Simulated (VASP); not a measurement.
# CsCl (Pm-3m) in VASP: a series of runs, part 2 of 3

VASP 6.6.1. The steps go on from the part before.

**3. Single point, r2SCAN (32.29 Å³/atom)**

This run uses another cell than the first one, of 32.29 Å³/atom.

Contents of POSCAR:

```
CsCl
1.0
    4.0120465317      0.0000000000      0.0000000000
    0.0000000000      4.0120465317      0.0000000000
    0.0000000000      0.0000000000      4.0120465317
Cs Cl
1 1
Direct
    0.0000000000      0.0000000000      0.0000000000
    0.5000000000      0.5000000000      0.5000000000
```

Contents of INCAR.step1:

```
  ALGO = Normal
  EDIFF = 1E-5
  ENCUT = 550
  GGA = PE
  GGA_COMPAT = F
  ISMEAR = 0
  LASPH = T
  LCHARG = F
  LREAL = F
  LWAVE = T
  NBANDS = 15
  NELM = 120
  PREC = Accurate
  SIGMA = 0.02
```

Contents of INCAR.step2:

```
  ALGO = Normal
  EDIFF = 1E-6
  ENCUT = 550
  GGA_COMPAT = F
  ISIF = 2
  ISMEAR = 0
  ISTART = 1
  LASPH = T
  LCHARG = F
  LMIXTAU = T
  LREAL = F
  LWAVE = F
  METAGGA = R2SCAN
  NBANDS = 15
  NELM = 120
  PREC = Accurate
  SIGMA = 0.02
```

Contents of KPOINTS:

```
k-points
0
Gamma
  6 6 6
```

Potentials or basis: VASP PAW PBE potentials, release 64 (Cs_sv, Cl).

The run is started by

```sh
$ cat potpaw_PBE.64/Cs_sv/POTCAR potpaw_PBE.64/Cl/POTCAR > POTCAR
$ cp INCAR.step1 INCAR
$ mpirun -np 1 vasp_std > vasp.out
$ cp INCAR.step2 INCAR
$ mpirun -np 1 vasp_std > vasp.out
```

OUTCAR:

```text
EDIFF = 1E-6
   ENCUT = 550
   ISIF = 2
   ISMEAR = 0
   ISTART = 1
   LASPH = T
   LREAL = F
   METAGGA = R2SCAN
   NELM = 120
   PREC = Accurate

 ion  position               nearest neighbor table
   1  0.000  0.000  0.000-
   2  0.500  0.500  0.500-

  LATTYP: Found a simple cubic cell.
 ALAT       =     4.0120465317

  Lattice vectors:

 A1 = (   4.0120465317,   0.0000000000,   0.0000000000)
 A2 = (   0.0000000000,   4.0120465317,   0.0000000000)
 A3 = (   0.0000000000,   0.0000000000,   4.0120465317)

Analysis of symmetry for initial positions (statically):
=====================================================================
 Subroutine PRICEL returns:
 Original cell was already a primitive cell.

 Routine SETGRP: Setting up the symmetry group for a
 simple cubic supercell.

 Subroutine GETGRP returns: Found 48 space group operations
 (whereof 48 operations were pure point group operations)
 out of a pool of 48 trial point group operations.

The static configuration has the point symmetry O_h .

Analysis of symmetry for dynamics (positions and initial velocities):
=====================================================================
 Subroutine PRICEL returns:
 Original cell was already a primitive cell.

 Routine SETGRP: Setting up the symmetry group for a
 simple cubic supercell.

 Subroutine GETGRP returns: Found 48 space group operations
 (whereof 48 operations were pure point group operations)
 out of a pool of 48 trial point group operations.

The dynamic configuration has the point symmetry O_h .

 Subroutine INISYM returns: Found 48 space group operations
 (whereof 48 operations are pure point group operations),
 and found     1 'primitive' translations

----------------------------------------------------------------------------------------

                                     Primitive cell

  volume of cell :      64.5800

  direct lattice vectors                    reciprocal lattice vectors
     4.012046532  0.000000000  0.000000000     0.249249352  0.000000000  0.000000000
[... 112 lines left out ...]
 non-spin polarized calculation
 Gauss-broadening in eV      SIGMA  =   0.02
  energy-cutoff  :      550.00
  volume of cell :       64.58
 maximum number of plane-waves:      1924
 NGX is ok and might be reduce to    32
   NGX = 15   NGY = 15   NGZ = 15

 number of electron      15.9999998 magnetization

 Free energy of the ion-electron system (eV)
  ---------------------------------------------------
  ext. energy  EPLUGINS =         0.00000000
  ---------------------------------------------------
  free energy    TOTEN  =       -35.48170409 eV

  energy without entropy =      -35.48170409  energy(sigma->0) =      -35.48170409

 E-fermi :  -0.1018     XC(G=0):  -9.0735

 val. band max:       -0.2192090989   @ k =   0.0000   0.0000   0.0000
 cond. band min:       5.5815968898   @ k =   0.0000   0.0000   0.0000
 fundamental gap:      5.8008059887
 Fermi energy:        -0.1017955262

 k-point     1 :       0.0000    0.0000    0.0000
  band No.  band energies     occupation
      1     -20.0278      2.00000
      2     -13.0720      2.00000
      3      -6.0708      2.00000
      4      -6.0708      2.00000
      5      -6.0708      2.00000
      6      -0.2192      2.00000
      7      -0.2192      2.00000
      8      -0.2192      2.00000
      9       5.5816      0.00000
     10       5.5816      0.00000
     11       6.2809      0.00000
     12      10.8035      0.00000
     13      10.8035      0.00000
     14      10.8035      0.00000
[... 329 lines left out ...]
      2     -12.8810      2.00000
      3      -6.7151      2.00000
      4      -6.7151      2.00000
      5      -6.7151      2.00000
      6      -1.5487      2.00000
      7      -1.5487      2.00000
      8      -1.5487      2.00000
      9       9.3385      0.00000
     10       9.3385      0.00000
     11       9.3385      0.00000
     12      11.6093      0.00000
     13      11.6093      0.00000
     14      11.6093      0.00000
     15      13.5024      0.00000

------------------------ aborting loop because EDIFF is reached ----------------------------------------

  FORCE on cell =-STRESS in cart. coord.  units (eV):
  Direction    XX          YY          ZZ          XY          YZ          ZX
  --------------------------------------------------------------------------------------
  -------------------------------------------------------------------------------------
  Total        0.9186725      0.9186725      0.9186725     -0.0000000     -0.0000000      0.0000000
  in kB       22.7915268     22.7915268     22.7915268     -0.0000000     -0.0000000      0.0000000
  external PRESSURE =      22.7915268 kB  Pullay stress =       0.0000000 kB

 VOLUME and BASIS-vectors are now :
 -----------------------------------------------------------------------------
  energy-cutoff  :      550.00
  volume of cell :       64.58
      direct lattice vectors                 reciprocal lattice vectors
     4.012046532  0.000000000  0.000000000     0.249249352  0.000000000  0.000000000
     0.000000000  4.012046532  0.000000000     0.000000000  0.249249352  0.000000000
     0.000000000  0.000000000  4.012046532     0.000000000  0.000000000  0.249249352

 POSITION                                       TOTAL-FORCE (eV/Angst)
 -----------------------------------------------------------------------------------
      0.00000      0.00000      0.00000         0.000000      0.000000      0.000000
      2.00602      2.00602      2.00602         0.000000      0.000000      0.000000
 -----------------------------------------------------------------------------------
    total drift:                                0.000000      0.000000     -0.000000

  FREE ENERGIE OF THE ION-ELECTRON SYSTEM (eV)
  ---------------------------------------------------
  free  energy   TOTEN  =       -35.4817040883 eV

  energy  without entropy=      -35.4817040883  energy(sigma->0) =      -35.48170409
```

OSZICAR.step1:

```text
N       E                     dE             d eps       ncg     rms          rms(c)
DAV:   1     0.894426623279E+02    0.89443E+02   -0.71511E+03   600   0.970E+02
DAV:   2    -0.348928394582E+00   -0.89792E+02   -0.83365E+02   841   0.164E+02
DAV:   3    -0.679402654766E+01   -0.64451E+01   -0.64205E+01   803   0.477E+01
DAV:   4    -0.684964741167E+01   -0.55621E-01   -0.55616E-01   698   0.532E+00
DAV:   5    -0.685028162508E+01   -0.63421E-03   -0.63420E-03   852   0.583E-01    0.240E+00
DAV:   6    -0.649844562588E+01    0.35184E+00   -0.38826E-01   740   0.380E+00    0.170E+00
DAV:   7    -0.645812177612E+01    0.40324E-01   -0.15104E-01   775   0.215E+00    0.112E+00
DAV:   8    -0.645958512595E+01   -0.14633E-02   -0.18243E-02   663   0.837E-01    0.204E-01
DAV:   9    -0.645906638245E+01    0.51874E-03   -0.20699E-03   768   0.256E-01    0.100E-01
DAV:  10    -0.645925029651E+01   -0.18391E-03   -0.33365E-04   663   0.124E-01    0.154E-02
DAV:  11    -0.645925939328E+01   -0.90968E-05   -0.19589E-05   750   0.307E-02
   1 F= -.64592594E+01 E0= -.64592594E+01  d E =-.190419E-16
```

Run time: 73 s. Hardware: 1 thread of Intel Xeon 8259CL, shared host; peak memory 0.19 GiB.

What came out:

```yaml
Free_energy: -35.4817 eV
Pressure: 2.3 GPa
Band_gap_on_the_k_mesh: 5.80 eV
```

Caveat: the PAW data sets were made with another functional, which shifts forces and pressure a little; spin-orbit coupling is left out, which moves the levels of the heavy elements.

**4. Single point, r2SCAN (33.35 Å³/atom)**

This run uses another cell than the first one, of 33.35 Å³/atom.

Contents of POSCAR:

```
CsCl
1.0
    4.0556591500      0.0000000000      0.0000000000
    0.0000000000      4.0556591500      0.0000000000
    0.0000000000      0.0000000000      4.0556591500
Cs Cl
1 1
Direct
    0.0000000000      0.0000000000      0.0000000000
    0.5000000000      0.5000000000      0.5000000000
```

Contents of INCAR.step1:

```
PREC = Accurate
ENCUT = 550
ISMEAR = 0
SIGMA = 0.02
LREAL = F
LASPH = T
NELM = 120
NBANDS = 15
GGA = PE
ALGO = Normal
EDIFF = 1E-5
LWAVE = T
LCHARG = F
GGA_COMPAT = F
```

Contents of INCAR.step2:

```
PREC = Accurate
ENCUT = 550
EDIFF = 1E-6
ISMEAR = 0
SIGMA = 0.02
LREAL = F
LASPH = T
NELM = 120
ALGO = Normal
ISIF = 2
LWAVE = F
LCHARG = F
METAGGA = R2SCAN
LMIXTAU = T
NBANDS = 15
ISTART = 1
GGA_COMPAT = F
```

Contents of KPOINTS:

```
regular mesh
0
Gamma
  6 6 6
```

The run is started by

```sh
$ cat potpaw_PBE.64/Cs_sv/POTCAR potpaw_PBE.64/Cl/POTCAR > POTCAR
$ cp INCAR.step1 INCAR
$ mpirun -np 1 vasp_std > vasp.out
$ cp INCAR.step2 INCAR
$ mpirun -np 1 vasp_std > vasp.out
```

Run time: 70 s. Hardware: 1 thread of Intel Xeon 8259CL, shared host; peak memory 0.19 GiB.

It converged, with:

```yaml
Free_energy: -35.5064 eV
Pressure: 1.4 GPa
Band_gap_on_the_k_mesh: 5.84 eV
```

Levels at points of the mesh, in eV from the valence-band top:
```
           k point  band 4  band 5  band 6  band 7  band 8  band 9  band 10  band 11  band 12  band 13
(0.00, 0.00, 0.00)   -5.90   -5.90    0.00    0.00    0.00    5.84     5.84     6.32    10.92    10.92
(0.50, 0.00, 0.00)   -5.73   -5.73   -1.26   -0.29   -0.29    6.96     8.56     9.88    10.01    10.42
(0.50, 0.50, 0.00)   -6.80   -5.63   -0.44   -0.44   -0.09    6.61     6.69     8.69     8.69    13.24
(0.50, 0.50, 0.50)   -6.51   -6.51   -1.23   -1.23   -1.23    9.41     9.41     9.41    11.62    11.62
```

Caveat: the PAW data sets were made with another functional, which shifts forces and pressure a little; spin-orbit coupling is left out, which moves the levels of the heavy elements.

(Continued in part 3 of 3.)
